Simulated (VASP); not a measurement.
# AlNi3 (Fm-3m) in VASP: further runs

AlNi3 is run at these levels: LDA; tasks: single point.

All numbers are computed with VASP 6.6.1; they aren't measurements. Logs are shortened: lines on timing, memory, paths and dates and some standing lists are left out, and cuts for length are marked.

## (1) The cell of the first run

The structure is cubic, space group Fm-3m (No. 225). The conventional cell has a = 5.644 Å, b = 5.644 Å, c = 5.644 Å, α = 90.00°, β = 90.00°, γ = 90.00°. Al (site symmetry m-3m) has 14 Ni at 2.44 to 2.82 Å within 3.2 Å. Within 3.2 Å of Ni (site symmetry -43m) lie 4 Al at 2.44 Å and 10 Ni at 2.44 to 2.82 Å. Ni (site symmetry m-3m) has 8 Ni at 2.44 Å and 6 Al at 2.82 Å within 3.2 Å.

## (2) Single point, LDA, collinear spin, ferromagnetic start (11.24 Å³/atom)

Input file INCAR:

```
PREC = Accurate ; ENCUT = 520
EDIFF = 1E-6 ; ISMEAR = 0
SIGMA = 0.15 ; LREAL = False
LASPH = True ; NELM = 150
ALGO = Normal ; ISIF = 2
LWAVE = False ; LCHARG = False
ISPIN = 2 ; MAGMOM = 0 0.375 0.375 0.375
LORBIT = 11 ; NUPDOWN = 1.125
LMAXMIX = 4 ; GGA = CA
NBANDS = 28
```

Input file KPOINTS:

```
Automatic mesh
0
Gamma
  14 14 14
```

Input file POSCAR:

```
AlNi3
1.0
    0.0000000000      2.8220202481      2.8220202481
    2.8220202481      0.0000000000      2.8220202481
    2.8220202481      2.8220202481      0.0000000000
Al Ni
1 3
Direct
    0.5000000000      0.5000000000      0.5000000000
    0.2500000000      0.2500000000      0.2500000000
    0.0000000000      0.0000000000      0.0000000000
    0.7500000000      0.7500000000      0.7500000000
```

Potentials or basis: VASP PAW LDA potentials, release 64 (Al, Ni).

On the command line:

```console
$ cat potpaw_LDA.64/Al/POTCAR potpaw_LDA.64/Ni/POTCAR > POTCAR
$ mpirun -np 1 vasp_std > vasp.out
```

OUTCAR:

```text
PREC = Accurate
   ENCUT = 520
   EDIFF = 1E-6
   ISMEAR = 0
   LREAL = False
   LASPH = True
   NELM = 150
   ISIF = 2
   ISPIN = 2
   LORBIT = 11
   NUPDOWN = 1.125
   GGA = CA

 ion  position               nearest neighbor table
   1  0.500  0.500  0.500-   2 2.44   2 2.44   2 2.44   2 2.44   4 2.44   4 2.44   4 2.44   4 2.44
                             3 2.82   3 2.82   3 2.82   3 2.82   3 2.82   3 2.82
   2  0.250  0.250  0.250-   3 2.44   3 2.44   3 2.44   1 2.44   3 2.44   1 2.44   1 2.44   1 2.44
                             4 2.82   4 2.82   4 2.82   4 2.82   4 2.82   4 2.82
   3  0.000  0.000  0.000-   4 2.44   4 2.44   4 2.44   2 2.44   4 2.44   2 2.44   2 2.44   2 2.44
                             1 2.82   1 2.82   1 2.82   1 2.82   1 2.82   1 2.82
   4  0.750  0.750  0.750-   1 2.44   1 2.44   1 2.44   1 2.44   3 2.44   3 2.44   3 2.44   3 2.44
                             2 2.82   2 2.82   2 2.82   2 2.82   2 2.82   2 2.82

  LATTYP: Found a face centered cubic cell.
 ALAT       =     5.6440404962

  Lattice vectors:

 A1 = (   0.0000000000,   2.8220202481,   2.8220202481)
 A2 = (   2.8220202481,   0.0000000000,   2.8220202481)
 A3 = (   2.8220202481,   2.8220202481,   0.0000000000)

Analysis of symmetry for initial positions (statically):
=====================================================================
 Subroutine PRICEL returns:
 Original cell was already a primitive cell.

 Routine SETGRP: Setting up the symmetry group for a
 face centered cubic supercell.

 Subroutine GETGRP returns: Found 48 space group operations
 (whereof 48 operations were pure point group operations)
 out of a pool of 48 trial point group operations.

The static configuration has the point symmetry O_h .

Analysis of symmetry for dynamics (positions and initial velocities):
=====================================================================
 Subroutine PRICEL returns:
 Original cell was already a primitive cell.

 Routine SETGRP: Setting up the symmetry group for a
 face centered cubic supercell.

 Subroutine GETGRP returns: Found 48 space group operations
 (whereof 48 operations were pure point group operations)
 out of a pool of 48 trial point group operations.

The dynamic configuration has the point symmetry O_h .

Analysis of structural, dynamic, and magnetic symmetry:
=====================================================================
 Subroutine PRICEL returns:
 Original cell was already a primitive cell.

 Routine SETGRP: Setting up the symmetry group for a
 face centered cubic supercell.

 Subroutine GETGRP returns: Found 48 space group operations
 (whereof 48 operations were pure point group operations)
 out of a pool of 48 trial point group operations.

The overall configuration has the point symmetry O_h .

 Subroutine INISYM returns: Found 48 space group operations
 (whereof 48 operations are pure point group operations),
 and found     1 'primitive' translations

----------------------------------------------------------------------------------------

                                     Primitive cell

  volume of cell :      44.9480

  direct lattice vectors                    reciprocal lattice vectors
     0.000000000  2.822020248  2.822020248    -0.177178034  0.177178034  0.177178034
     2.822020248  0.000000000  2.822020248     0.177178034 -0.177178034  0.177178034
     2.822020248  2.822020248  0.000000000     0.177178034  0.177178034 -0.177178034

  length of vectors
     3.990939308  3.990939308  3.990939308     0.306881357  0.306881357  0.306881357

  position of ions in fractional coordinates (direct lattice)
     0.500000000  0.500000000  0.500000000
     0.250000000  0.250000000  0.250000000
     0.000000000  0.000000000  0.000000000
     0.750000000  0.750000000  0.750000000

  ion indices of the primitive-cell ions
   primitive index   ion index
                 1           1
                 2           2
                 3           3
                 4           4

----------------------------------------------------------------------------------------

 KPOINTS: Automatic mesh

[... 21 lines left out ...]

 Following reciprocal coordinates:
            Coordinates               Weight
  0.000000  0.000000  0.000000      1.000000
  0.071429  0.000000  0.000000      8.000000
  0.142857  0.000000  0.000000      8.000000
  0.214286  0.000000  0.000000      8.000000
  0.285714  0.000000  0.000000      8.000000
  0.357143  0.000000  0.000000      8.000000
[... 16 lines left out ...]
  0.214286  0.142857  0.000000     24.000000
  0.285714  0.142857  0.000000     24.000000
 [... further k-points ...]
   k-points           NKPTS =    104   k-points in BZ     NKDIM =    104   number of bands    NBANDS=     28
   number of dos      NEDOS =    301   number of ions     NIONS =      4
   total plane-waves  NPLWV =  27000
   dimension x,y,z NGX =    30 NGY =   30 NGZ =   30
   dimension x,y,z NGXF=    60 NGYF=   60 NGZF=   60
   ions per type =               1   3
   NGX,Y,Z   is equivalent  to a cutoff of  12.50, 12.50, 12.50 a.u.
   NGXF,Y,Z  is equivalent  to a cutoff of  24.99, 24.99, 24.99 a.u.
 SYSTEM =  unknown system
   PREC   = accura    normal or accurate (medium, high low for compatibility)
   ISTART =      0    job   : 0-new  1-cont  2-samecut
   ICHARG =      2    charge: 1-file 2-atom 10-const
   ISPIN  =      2    spin polarized calculation?
   LNONCOLLINEAR =      F non collinear calculations
   LSORBIT =      F    spin-orbit coupling
   LASPH  =      T    aspherical Exc in radial PAW
   ENCUT  =  520.0 eV  38.22 Ry    6.18 a.u.   7.42  7.42  7.42*2*pi/ulx,y,z
   NELM   =    150;   NELMIN=  2; NELMDL= -5     # of ELM steps
   EDIFF  = 0.1E-05   stopping-criterion for ELM
   LREAL  =      F    real-space projection
   EDIFFG = 0.1E-04   stopping-criterion for IOM
   NSW    =      0    number of steps for IOM
   IBRION =     -1    ionic relax: 0-MD 1-quasi-New 2-CG
   NFREE  =      0    steps in history (QN), initial steepest desc. (CG)
   ISIF   =      2    stress and relaxation
   ISYM   =      2    0-nonsym 1-usesym 2-fastsym
   POTIM  = 0.5000    time-step for ionic-motion
   TEBEG  =    0.0;   TEEND  =   0.0 temperature during run
   PSTRESS=    0.0 pullay stress
   NELECT =      33.0000    total number of electrons
   NUPDOWN=       1.1250    fix difference up-down
   EMIN   =  10.00;   EMAX   =-10.00  energy-range for DOS
   EFERMI =   0.00;   METHOD = LEGACY
   ISMEAR =     0;   SIGMA  =   0.15  broadening in eV -4-tet -1-fermi 0-gaus
   EFERMI_NEDOS =   21; number of points for ismear=-14 and -15
   IALGO  =     38    algorithm
   IMIX   =      4    mixing-type and parameters
     AMIX     =   0.40;   BMIX     =  1.00
     AMIX_MAG =   1.60;   BMIX_MAG =  1.00
  volume/ion in A,a.u.               =      11.24        75.83
  Fermi-wavevector in a.u.,A,eV,Ry     =   1.476871  2.790882 29.676336  2.181149
  Thomas-Fermi vector in A             =   2.591345
   LORBIT       =     11    0 simple, 1 ext, 2 COOP (PROOUT), +10 PAW based schemes
   GGA     = CA    functional components
   LHFCALC =     F    Hartree Fock is set to
   AEXX    =    0.0000 exact exchange contribution
   IVDW    =     0    specifies the selected vdW correction
   LEPSILON=     F    determine dielectric tensor
   LRPA    =     F    only Hartree local field effects (RPA)
 spin polarized calculation
 Gauss-broadening in eV      SIGMA  =   0.15
  energy-cutoff  :      520.00
  volume of cell :       44.95
 maximum number of plane-waves:      1243
 NGX is ok and might be reduce to    30
   NGX = 15   NGY = 15   NGZ = 15

 number of electron      32.9999997 magnetization       1.1250000

 Free energy of the ion-electron system (eV)
  ---------------------------------------------------
  ext. energy  EPLUGINS =         0.00000000
  ---------------------------------------------------
  free energy    TOTEN  =       -25.40429204 eV

  energy without entropy =      -25.35633058  energy(sigma->0) =      -25.38031131

 E-fermi :   9.1964     XC(G=0): -13.0059

 val. band max:        9.6833826993   @ k =  -0.2857   0.2857   0.0000
 cond. band min:       9.1964478983   @ k =  -0.3571   0.3571   0.0000
 fundamental gap:     -0.4869348010
 Fermi energy:         9.6890758406

 spin component 1

 k-point     1 :       0.0000    0.0000    0.0000
  band No.  band energies     occupation
      1      -0.6534      1.00000
      2       5.7226      1.00000
      3       5.7226      1.00000
      4       5.8656      1.00000
      5       5.8656      1.00000
      6       5.8656      1.00000
[... 733 lines left out ...]
     27      23.0724      0.00000
     28      23.1655      0.00000

 [... further k-points ...]

 spin component 2

 k-point     1 :       0.0000    0.0000    0.0000
  band No.  band energies     occupation
      1      -0.5948      1.00000
      2       5.9654      1.00000
      3       5.9654      1.00000
      4       6.0733      1.00000
      5       6.0733      1.00000
      6       6.0733      1.00000
[... 733 lines left out ...]
     27      23.1767      0.00000
     28      23.2663      0.00000

 [... further k-points ...]

------------------------ aborting loop because EDIFF is reached ----------------------------------------

  FORCE on cell =-STRESS in cart. coord.  units (eV):
  Direction    XX          YY          ZZ          XY          YZ          ZX
  --------------------------------------------------------------------------------------
  -------------------------------------------------------------------------------------
  Total       -2.7581485     -2.7581485     -2.7581485     -0.0000000     -0.0000000      0.0000000
  in kB      -98.3145645    -98.3145645    -98.3145645     -0.0000000     -0.0000000      0.0000000
  external PRESSURE =     -98.3145645 kB  Pullay stress =       0.0000000 kB

 VOLUME and BASIS-vectors are now :
 -----------------------------------------------------------------------------
  energy-cutoff  :      520.00
  volume of cell :       44.95
      direct lattice vectors                 reciprocal lattice vectors
     0.000000000  2.822020248  2.822020248    -0.177178034  0.177178034  0.177178034
     2.822020248  0.000000000  2.822020248     0.177178034 -0.177178034  0.177178034
     2.822020248  2.822020248  0.000000000     0.177178034  0.177178034 -0.177178034

 POSITION                                       TOTAL-FORCE (eV/Angst)
 -----------------------------------------------------------------------------------
      2.82202      2.82202      2.82202        -0.000000     -0.000000      0.000000
      1.41101      1.41101      1.41101        -0.000000     -0.000000     -0.000000
      0.00000      0.00000      0.00000        -0.000000     -0.000000      0.000000
      4.23303      4.23303      4.23303         0.000000      0.000000      0.000000
 -----------------------------------------------------------------------------------
    total drift:                                0.000000     -0.000000      0.000000

  FREE ENERGIE OF THE ION-ELECTRON SYSTEM (eV)
  ---------------------------------------------------
  free  energy   TOTEN  =       -25.4042920436 eV

  energy  without entropy=      -25.3563305817  energy(sigma->0) =      -25.38031131

 total charge

# of ion       s       p       d       tot
------------------------------------------
    1        0.407   0.413   0.000   0.820
    2        0.484   0.513   8.438   9.435
    3        0.487   0.500   8.383   9.370
    4        0.484   0.513   8.438   9.435
--------------------------------------------------
tot          1.863   1.938  25.258  29.059

 magnetization (x)

# of ion       s       p       d       tot
------------------------------------------
    1        0.000   0.009   0.000   0.009
    2        0.008   0.010   0.302   0.320
    3        0.004   0.010   0.425   0.439
    4        0.008   0.010   0.302   0.320
--------------------------------------------------
tot          0.021   0.039   1.028   1.088
```

It took 6.2 min on 1 thread of Intel Xeon Platinum 8259CL at 2.50GHz (Skylake/Cascade Lake), shared host; peak memory 0.29 GiB.

Results:

```
Free energy                                           : -25.4043 eV
Pressure                                              : -9.8 GPa
Net moment                                            : 1.12 μB per cell
Site moments                                          : Al +0.01; Ni +0.32, +0.44 (each value once) μB
Valence electrons inside the program's atomic spheres : Al 0.82; Ni 9.44, 9.37 (each value once)
```

Caveat: the cell stands under tension; the total moment is fixed, so each spin has its own Fermi level and the state may be an excited one.

(Continued in part 2 of 2.)
